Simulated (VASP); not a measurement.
# H4C (I-42m) in VASP: single point with LDA

Aim: the single point of H4C with LDA.

Program: VASP 6.6.1. These are calculated values, not measurements. Logs are shortened: lines on timing, memory, paths and dates and some standing lists are left out, and cuts for length are marked.

## (1) The cell of the first run

The structure is tetragonal, space group I-42m (No. 121). Conventional cell: a = 4.958 Å, b = 4.958 Å, c = 4.834 Å, α = 90.00°, β = 90.00°, γ = 90.00°. H (site symmetry m) has 1 C at 1.08 Å within 1.5 Å. Within 1.5 Å of C (site symmetry -42m) lie 4 H at 1.08 Å.

## (2) Single point, LDA (strain -0.0250 x Voigt [1, 0, 0, 0, 0, 0])

The input, INCAR:

```
PREC = Accurate
ENCUT = 520
EDIFF = 1E-6
ISMEAR = 0
SIGMA = 0.05
LREAL = False
LASPH = True
NELM = 60
ALGO = Normal
ISIF = 2
LWAVE = False
LCHARG = False
GGA = CA
NBANDS = 12
```

The input, KPOINTS:

```
Automatic mesh
0
Gamma
  6 6 6
```

The input, POSCAR:

```
H4C
1.0
   -2.4169515639      2.4789246809      2.4789246809
    2.4169515639     -2.4789246809      2.4789246809
    2.4169515639      2.4789246809     -2.4789246809
H C
4 1
Direct
    0.0000000000      0.0000000000      0.7463128700
    0.7463128700      0.0000000000      0.0000000000
    0.0000000000      0.7463128700      0.0000000000
    0.2536871300      0.2536871300      0.2536871300
    0.0000000000      0.0000000000      0.0000000000
```

Potentials or basis: VASP PAW LDA potentials, release 64 (H, C).

Started as:

```sh
> cat potpaw_LDA.64/H/POTCAR potpaw_LDA.64/C/POTCAR > POTCAR
> mpirun -np 1 vasp_std > vasp.out
```

OUTCAR:

```text
PREC = Accurate
   ENCUT = 520
   EDIFF = 1E-6
   ISMEAR = 0
   LREAL = False
   LASPH = True
   NELM = 60
   ISIF = 2
   GGA = CA

 ion  position               nearest neighbor table
   1  0.000  0.000  0.746-   5 1.08
   2  0.746  0.000  0.000-   5 1.08
   3  0.000  0.746  0.000-   5 1.08
   4  0.254  0.254  0.254-   5 1.08
   5  0.000  0.000  0.000-   1 1.08   2 1.08   3 1.08   4 1.08

  LATTYP: Found a body centered tetragonal cell.
 ALAT       =     4.9578493618
 C/A-ratio  =     0.9750000000

  Lattice vectors:

 A1 = (  -2.4169515639,   2.4789246809,  -2.4789246809)
 A2 = (  -2.4169515639,  -2.4789246809,   2.4789246809)
 A3 = (   2.4169515639,   2.4789246809,   2.4789246809)

Analysis of symmetry for initial positions (statically):
=====================================================================
 Subroutine PRICEL returns:
 Original cell was already a primitive cell.

 Routine SETGRP: Setting up the symmetry group for a
 body centered tetragonal supercell.

 Subroutine GETGRP returns: Found  8 space group operations
 (whereof  8 operations were pure point group operations)
 out of a pool of 16 trial point group operations.

The static configuration has the point symmetry D_2d.

Analysis of symmetry for dynamics (positions and initial velocities):
=====================================================================
 Subroutine PRICEL returns:
 Original cell was already a primitive cell.

 Routine SETGRP: Setting up the symmetry group for a
 body centered tetragonal supercell.

 Subroutine GETGRP returns: Found  8 space group operations
 (whereof  8 operations were pure point group operations)
 out of a pool of 16 trial point group operations.

The dynamic configuration has the point symmetry D_2d.

 Subroutine INISYM returns: Found  8 space group operations
 (whereof  8 operations are pure point group operations),
 and found     1 'primitive' translations

----------------------------------------------------------------------------------------

                                     Primitive cell

  volume of cell :      59.4093

  direct lattice vectors                    reciprocal lattice vectors
    -2.416951564  2.478924681  2.478924681     0.000000000  0.201700360  0.201700360
     2.416951564 -2.478924681  2.478924681     0.206872164  0.000000000  0.201700360
     2.416951564  2.478924681 -2.478924681     0.206872164  0.201700360  0.000000000

  length of vectors
     4.258143963  4.258143963  4.258143963     0.285247384  0.288927547  0.288927547

  position of ions in fractional coordinates (direct lattice)
     0.000000000  0.000000000  0.746312870
     0.746312870  0.000000000  0.000000000
     0.000000000  0.746312870  0.000000000
     0.253687130  0.253687130  0.253687130
     0.000000000  0.000000000  0.000000000

  ion indices of the primitive-cell ions
   primitive index   ion index
                 1           1
                 2           2
                 3           3
                 4           4
                 5           5

----------------------------------------------------------------------------------------

 KPOINTS: Automatic mesh

Automatic generation of k-mesh.
 Grid dimensions read from file:
 generate k-points for:    6    6    6

 Generating k-lattice:

  Cartesian coordinates                     Fractional coordinates (reciprocal lattice)
     0.000000000  0.033616727  0.033616727     0.166666667  0.000000000  0.000000000
     0.034478694  0.000000000  0.033616727     0.000000000  0.166666667  0.000000000
     0.034478694  0.033616727  0.000000000     0.000000000  0.000000000  0.166666667

  Length of vectors
     0.047541231  0.048154591  0.048154591

  Shift w.r.t. Gamma in fractional coordinates (k-lattice)
     0.000000000  0.000000000  0.000000000

 Subroutine IBZKPT returns following result:
 ===========================================

 Found     30 irreducible k-points:

 Following reciprocal coordinates:
            Coordinates               Weight
  0.000000  0.000000  0.000000      1.000000
  0.166667  0.000000  0.000000      4.000000
  0.333333  0.000000  0.000000      4.000000
  0.500000  0.000000  0.000000      2.000000
  0.000000  0.166667  0.000000      8.000000
  0.166667  0.166667  0.000000     16.000000
[... 16 lines left out ...]
  0.166667 -0.166667  0.166667      4.000000
  0.333333 -0.166667  0.166667      8.000000
 [... further k-points ...]
   k-points           NKPTS =     30   k-points in BZ     NKDIM =     30   number of bands    NBANDS=     12
   number of dos      NEDOS =    301   number of ions     NIONS =      5
   total plane-waves  NPLWV =  32768
   dimension x,y,z NGX =    32 NGY =   32 NGZ =   32
   dimension x,y,z NGXF=    64 NGYF=   64 NGZF=   64
   ions per type =               4   1
   NGX,Y,Z   is equivalent  to a cutoff of  12.49, 12.49, 12.49 a.u.
   NGXF,Y,Z  is equivalent  to a cutoff of  24.99, 24.99, 24.99 a.u.
 SYSTEM =  unknown system
   PREC   = accura    normal or accurate (medium, high low for compatibility)
   ISTART =      0    job   : 0-new  1-cont  2-samecut
   ICHARG =      2    charge: 1-file 2-atom 10-const
   ISPIN  =      1    spin polarized calculation?
   LNONCOLLINEAR =      F non collinear calculations
   LSORBIT =      F    spin-orbit coupling
   LASPH  =      T    aspherical Exc in radial PAW
   ENCUT  =  520.0 eV  38.22 Ry    6.18 a.u.   7.92  7.92  7.92*2*pi/ulx,y,z
   NELM   =     60;   NELMIN=  2; NELMDL= -5     # of ELM steps
   EDIFF  = 0.1E-05   stopping-criterion for ELM
   LREAL  =      F    real-space projection
   EDIFFG = 0.1E-04   stopping-criterion for IOM
   NSW    =      0    number of steps for IOM
   IBRION =     -1    ionic relax: 0-MD 1-quasi-New 2-CG
   NFREE  =      0    steps in history (QN), initial steepest desc. (CG)
   ISIF   =      2    stress and relaxation
   ISYM   =      2    0-nonsym 1-usesym 2-fastsym
   POTIM  = 0.5000    time-step for ionic-motion
   TEBEG  =    0.0;   TEEND  =   0.0 temperature during run
   PSTRESS=    0.0 pullay stress
   NELECT =       8.0000    total number of electrons
   NUPDOWN=      -1.0000    fix difference up-down
   EMIN   =  10.00;   EMAX   =-10.00  energy-range for DOS
   EFERMI =   0.00;   METHOD = LEGACY
   ISMEAR =     0;   SIGMA  =   0.05  broadening in eV -4-tet -1-fermi 0-gaus
   EFERMI_NEDOS =   21; number of points for ismear=-14 and -15
   IALGO  =     38    algorithm
   IMIX   =      4    mixing-type and parameters
     AMIX     =   0.40;   BMIX     =  1.00
     AMIX_MAG =   1.60;   BMIX_MAG =  1.00
  volume/ion in A,a.u.               =      11.88        80.18
  Fermi-wavevector in a.u.,A,eV,Ry     =   0.839112  1.585692  9.579985  0.704109
  Thomas-Fermi vector in A             =   1.953277
   LORBIT       =      0    0 simple, 1 ext, 2 COOP (PROOUT), +10 PAW based schemes
   GGA     = CA    functional components
   LHFCALC =     F    Hartree Fock is set to
   AEXX    =    0.0000 exact exchange contribution
   IVDW    =     0    specifies the selected vdW correction
   LEPSILON=     F    determine dielectric tensor
   LRPA    =     F    only Hartree local field effects (RPA)
 non-spin polarized calculation
 Gauss-broadening in eV      SIGMA  =   0.05
  energy-cutoff  :      520.00
  volume of cell :       59.41
 maximum number of plane-waves:      1612
   NGX = 15   NGY = 15   NGZ = 15

 number of electron       7.9999998 magnetization

 Free energy of the ion-electron system (eV)
  ---------------------------------------------------
  ext. energy  EPLUGINS =         0.00000000
  ---------------------------------------------------
  free energy    TOTEN  =       -24.88256875 eV

  energy without entropy =      -24.88256875  energy(sigma->0) =      -24.88256875

 E-fermi :  -6.6484     XC(G=0):  -6.2290

 val. band max:       -6.8917916520   @ k =   0.0000   0.0000   0.0000
 cond. band min:       0.3491393931   @ k =   0.0000   0.0000   0.0000
 fundamental gap:      7.2409310450
 Fermi energy:        -6.6484468422

 k-point     1 :       0.0000    0.0000    0.0000
  band No.  band energies     occupation
      1     -15.1449      2.00000
      2      -7.0644      2.00000
      3      -7.0644      2.00000
      4      -6.8918      2.00000
      5       0.3491      0.00000
      6       5.1537      0.00000
      7       5.4532      0.00000
      8       5.4532      0.00000
      9       9.1345      0.00000
     10       9.3851      0.00000
     11       9.7926      0.00000
     12       9.7926      0.00000

 k-point     2 :       0.1667    0.0000    0.0000
  band No.  band energies     occupation
      1     -15.0870      2.00000
      2      -7.2949      2.00000
      3      -7.0664      2.00000
      4      -6.9614      2.00000
      5       0.8004      0.00000
      6       4.8643      0.00000
      7       5.0326      0.00000
      8       5.9829      0.00000
      9       7.8580      0.00000
     10       8.5770      0.00000
     11      11.0124      0.00000
     12      11.3949      0.00000

 k-point     3 :       0.3333    0.0000    0.0000
  band No.  band energies     occupation
      1     -14.9656      2.00000
      2      -7.7234      2.00000
      3      -7.0951      2.00000
      4      -7.0707      2.00000
      5       1.7794      0.00000
      6       4.0958      0.00000
      7       4.4280      0.00000
      8       7.4062      0.00000
      9       8.0388      0.00000
     10       8.3466      0.00000
     11      10.3249      0.00000
     12      11.3780      0.00000

 k-point     4 :       0.5000    0.0000    0.0000
  band No.  band energies     occupation
      1     -14.9018      2.00000
      2      -7.9258      2.00000
      3      -7.1594      2.00000
      4      -7.0730      2.00000
      5       2.3528      0.00000
      6       3.7184      0.00000
      7       4.1891      0.00000
      8       8.2790      0.00000
      9       8.4777      0.00000
     10       8.8959      0.00000
     11       9.5077      0.00000
     12      10.5288      0.00000

 k-point     5 :       0.0000    0.1667    0.0000
  band No.  band energies     occupation
      1     -15.0858      2.00000
      2      -7.2361      2.00000
      3      -7.1386      2.00000
      4      -6.9557      2.00000
      5       0.8117      0.00000
      6       4.8388      0.00000
      7       5.0727      0.00000
      8       5.8483      0.00000
      9       8.0234      0.00000
     10       8.5054      0.00000
     11      10.8591      0.00000
     12      11.3898      0.00000
[... 228 lines left out ...]
      1     -14.9188      2.00000
      2      -7.6294      2.00000
      3      -7.3672      2.00000
      4      -7.1119      2.00000
      5       2.1848      0.00000
      6       4.3572      0.00000
      7       4.6769      0.00000
      8       6.1531      0.00000
      9       7.2018      0.00000
     10       8.6774      0.00000
     11      10.8167      0.00000
     12      11.9803      0.00000

 k-point    22 :       0.5000   -0.3333    0.1667
  band No.  band energies     occupation
      1     -14.8390      2.00000
      2      -7.7427      2.00000
      3      -7.4935      2.00000
      4      -7.2068      2.00000
      5       3.1188      0.00000
      6       3.8664      0.00000
      7       4.4096      0.00000
      8       6.5585      0.00000
      9       7.3551      0.00000
     10       8.4049      0.00000
     11      10.2587      0.00000
     12      11.3345      0.00000

 k-point    23 :       0.1667   -0.1667    0.1667
  band No.  band energies     occupation
      1     -15.0330      2.00000
      2      -7.3400      2.00000
      3      -7.2188      2.00000
      4      -7.0345      2.00000
      5       1.2257      0.00000
      6       4.9650      0.00000
      7       5.2344      0.00000
      8       5.9788      0.00000
      9       6.1550      0.00000
     10      10.1478      0.00000
     11      10.6216      0.00000
     12      11.6748      0.00000

 k-point    24 :       0.3333   -0.1667    0.1667
  band No.  band energies     occupation
      1     -14.9200      2.00000
      2      -7.6858      2.00000
      3      -7.2420      2.00000
      4      -7.1738      2.00000
      5       2.1798      0.00000
      6       4.2542      0.00000
      7       4.8950      0.00000
      8       6.0307      0.00000
      9       7.2550      0.00000
     10       8.6360      0.00000
     11      10.7610      0.00000
     12      11.8575      0.00000

 [... further k-points ...]
[... 5 lines left out ...]
  --------------------------------------------------------------------------------------
  -------------------------------------------------------------------------------------
  Total        0.8734027      0.5993794      0.5993794      0.0000000      0.0000000      0.0000000
  in kB       23.5543176     16.1643344     16.1643344      0.0000000      0.0000000      0.0000000
  external PRESSURE =      18.6276621 kB  Pullay stress =       0.0000000 kB

 VOLUME and BASIS-vectors are now :
 -----------------------------------------------------------------------------
  energy-cutoff  :      520.00
  volume of cell :       59.41
      direct lattice vectors                 reciprocal lattice vectors
    -2.416951564  2.478924681  2.478924681     0.000000000  0.201700360  0.201700360
     2.416951564 -2.478924681  2.478924681     0.206872164  0.000000000  0.201700360
     2.416951564  2.478924681 -2.478924681     0.206872164  0.201700360  0.000000000

 POSITION                                       TOTAL-FORCE (eV/Angst)
 -----------------------------------------------------------------------------------
      1.80380      1.85005     -1.85005        -0.482025     -0.362193      0.362193
     -1.80380      1.85005      1.85005         0.482025     -0.362193     -0.362193
      1.80380     -1.85005      1.85005        -0.482025      0.362193     -0.362193
      0.61315      0.62887      0.62887         0.482025      0.362193      0.362193
      0.00000      0.00000      0.00000         0.000000      0.000000     -0.000000
 -----------------------------------------------------------------------------------
    total drift:                               -0.000000     -0.000000     -0.000000

  FREE ENERGIE OF THE ION-ELECTRON SYSTEM (eV)
  ---------------------------------------------------
  free  energy   TOTEN  =       -24.8825687526 eV

  energy  without entropy=      -24.8825687526  energy(sigma->0) =      -24.88256875
```

Run time: 14 s. Hardware: 1 thread of Intel Xeon 6975P-C, shared host; peak memory 0.15 GiB.

Results:

```
Free energy            : -24.8826 eV
Pressure               : 1.9 GPa
Largest force          : 0.703 eV/Å
Band gap on the k mesh : 7.24 eV, direct
```

Forces on the atoms (eV/Å):
```
H   -0.482 -0.362  0.362
H    0.482 -0.362 -0.362
H   -0.482  0.362 -0.362
H    0.482  0.362  0.362
C    0.000  0.000  0.000
```

Stress tensor (GPa, compression positive):
```
2.36 0.00 0.00
0.00 1.62 0.00
0.00 0.00 1.62
```

Caveat: the cell differs from its parent crystal (strain -0.0250 x Voigt [1, 0, 0, 0, 0, 0]). A k mesh can miss the band edges.
